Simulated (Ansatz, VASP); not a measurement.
## AlN: VASP beside Ansatz

Contents of INCAR:

```
  PREC = Accurate
  ENCUT = 520
  EDIFF = 1E-6
  ISMEAR = 0
  SIGMA = 0.01
  LREAL = False
  LASPH = True
  NELM = 80
  ALGO = Normal
  ISIF = 2
  LWAVE = False
  LCHARG = False
  GGA = PE
  NBANDS = 11
```

File KPOINTS:

```
Automatic mesh
0
Gamma
  4 4 4
```

Contents of POSCAR:

```
AlN
1.0
    0.0000000000      2.1839935600      2.1839935600
    2.1839935600      0.0000000000      2.1839935600
    2.1839935600      2.1839935600      0.0000000000
Al N
1 1
Direct
    0.0000000000      0.0000000000      0.0000000000
    0.7500000000      0.7500000000      0.7500000000
```

Input for Ansatz:

```yaml
crystal:
  lattice:
    - [0.0, 2.18399356, 2.18399356]
    - [2.18399356, 0.0, 2.18399356]
    - [2.18399356, 2.18399356, 0.0]
  atoms:
    - { symbol: Al, position: [0.0, 0.0, 0.0] }
    - { symbol: "N", position: [0.75, 0.75, 0.75] }
basis:
  ecutwfc: 450.0
kpoints:
  mp_grid:
    grid: [4, 4, 4]
hamiltonian:
  xc: pbe
scf:
  occupations:
    method: fixed
output:
  eigenvalues: true
```

Alike in both runs: task single point; functional PBE; k mesh 4 × 4 × 4; no spin polarisation.

```csv
,VASP,Ansatz
version,VASP 6.6.1,Ansatz 0.2.0
potentials or method,"VASP PAW PBE potentials, release 64 (Al, N), cutoff 520 eV","plane waves, PAW"
occupations,"gaussian, width 0.01 eV",fixed
valence electrons in the cell,8,8
```

|  | VASP | Ansatz | Ansatz less VASP |
| --- | --- | --- | --- |
| gap on the k mesh at the Fermi level (eV) | 3.29 | 3.30 | +0.008 |

The k mesh is coarse, so the values compare programs but aren't converged.
